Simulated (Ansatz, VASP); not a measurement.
**HfPb3: VASP beside Ansatz**

```
Hf Pb
1.0
     4.70426    0.00000    0.00000
     0.00000    4.70426    0.00000
     0.00000    0.00000    4.70426
Hf Pb
1 3
Cartesian
  0.0000 0.0000 0.0000
  0.0000 2.3521 2.3521
  2.3521 2.3521 0.0000
  2.3521 0.2000 2.3521
```

Alike in both runs: task single point; functional PBEsol; k mesh 8 × 8 × 8; occupations gaussian, width 0.05 eV; no spin polarisation.

|  | VASP | Ansatz |
| --- | --- | --- |
| version | VASP 6.6.1 | Ansatz 0.2.0 |
| potentials or method | VASP PAW PBE potentials, release 64 (Hf_pv, Pb_d), cutoff 520 eV | scalar-relativistic, plane waves, PAW |
| valence electrons in the cell | 52 | 68 |

```tsv
	VASP	Ansatz	Ansatz less VASP
gap on the k mesh at the Fermi level (eV)	none	none	-
pressure (GPa)	0.2	0.4	+0.21
traceless stress, the component that is largest in VASP (GPa)	-0.16	-0.16	+0.004
rms of the force components (eV/Å)	0.352	0.351	-0.0008
```

VASP's potentials were made for PBE, not for PBEsol. Atom by atom the forces differ by 0.001 eV/Å (rms over components). A gap of «none» marks a metal or a gap that the smearing closes. VASP's potentials hold 52 valence electrons a cell and Ansatz's 68, so a difference there can come from the potentials and not from the codes.

Spin-orbit coupling is off throughout.
